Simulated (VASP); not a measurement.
**MgS: single point with LDA**

MgS:

```
Mg S
1.0
     3.64543    0.00000    0.00000
    -1.82272    3.15704    0.00000
     0.00000    0.00000    6.14736
Mg S
2 2
Direct
  0.00000 0.00000 0.00000
  0.00000 0.00000 0.50000
  0.33333 0.66667 0.25000
  0.66667 0.33333 0.75000
```

```json
{
  "Program": "VASP 6.6.1",
  "Task": "single point",
  "Functional": "LDA",
  "Potentials or basis": "VASP PAW LDA potentials, release 64 (Mg, S)",
  "Cutoff": "520 eV",
  "k mesh": "6 × 6 × 2",
  "Occupations": "gaussian, width 0.01 eV",
  "Spin": "no spin polarisation"
}
```

```yaml
Pressure: -3.8 GPa
Band_gap_on_the_k_mesh: 3.19 eV, indirect (least direct gap 3.31 eV)
```

Stress tensor (GPa, compression positive):
```
-3.71  0.00  0.00
 0.00 -3.71  0.00
 0.00  0.00 -3.95
```

Levels at points of the mesh, in eV from the valence-band top:
```tsv
k point	band 5	band 6	band 7	band 8	band 9	band 10	band 11	band 12
(0.00, 0.00, 0.00)	-0.49	-0.24	0.00	0.00	3.31	4.48	6.70	7.68
(0.50, 0.00, 0.00)	-2.90	-1.74	-1.61	-0.61	3.89	4.22	4.76	6.78
(0.00, 0.00, 0.50)	-0.25	-0.25	-0.25	-0.25	4.64	4.64	7.42	7.42
(0.50, 0.00, 0.50)	-1.53	-1.53	-1.17	-1.17	3.81	3.81	5.15	5.15
```

Wall time 6.6 s on 1 thread of Intel(R) Xeon(R) 6975P-C (Granite Rapids), on a shared host, peak memory 0.16 GiB.

Caveat: the k points lie up to 0.51 Å⁻¹ apart. A hybrid or GW would open this gap; LDA tends to underestimate it.
